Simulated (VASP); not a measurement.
# SnO: single point with PBE+D3(BJ)

System: SnO, a slab with vacuum.

```
Sn O
1.0
     3.82056    0.00000    0.00000
     0.00000    3.82056    0.00000
     0.00000    0.00000   30.63340
Sn O
2 2
Direct
  0.50000 0.00000 0.46141
  0.00000 0.50000 0.53859
  0.00000 0.00000 0.50000
  0.50000 0.50000 0.50000
```

| Item | Value |
| --- | --- |
| Program | VASP 6.6.1 |
| Task | single point |
| Functional | PBE |
| Dispersion | D3(BJ) |
| Potentials or basis | VASP PAW PBE potentials, release 64 (Sn_d, O) |
| Cutoff | 520 eV |
| k mesh | 6 × 6 × 1 |
| Occupations | methfessel-paxton, width 0.02 eV |
| Spin | non-collinear spin, zero start, spin-orbit coupling |
| Starting moments | [[0.0, 0.0, 0.0], [0.0, 0.0, 0.0], [0.0, 0.0, 0.0], [0.0, 0.0, 0.0]] μB |
| Dipole correction | yes |
| Further INCAR settings | ALGO = Normal; EDIFF = 1e-06; NBANDS = 54; NELMDL = -8 |

- Largest force: 0.088 eV/Å
- Net moment: 0.00 μB per cell
- Valence electrons inside the program's atomic spheres: Sn 12.10; O 5.00
- Dispersion energy per atom: -0.137 eV

Forces in eV/Å, atoms in the order of the input:
```
Sn   0.000  0.000 -0.088
Sn   0.000  0.000  0.088
O    0.000  0.000  0.000
O    0.000  0.000  0.000
```

Moments on the atoms (μB; x, y, z):
```
Sn  0.00 0.00 0.00
Sn  0.00 0.00 0.00
O   0.00 0.00 0.00
O   0.00 0.00 0.00
```

It took 31 min on 1 thread of Intel Xeon 8259CL (shared host), peak memory 1.3 GiB.
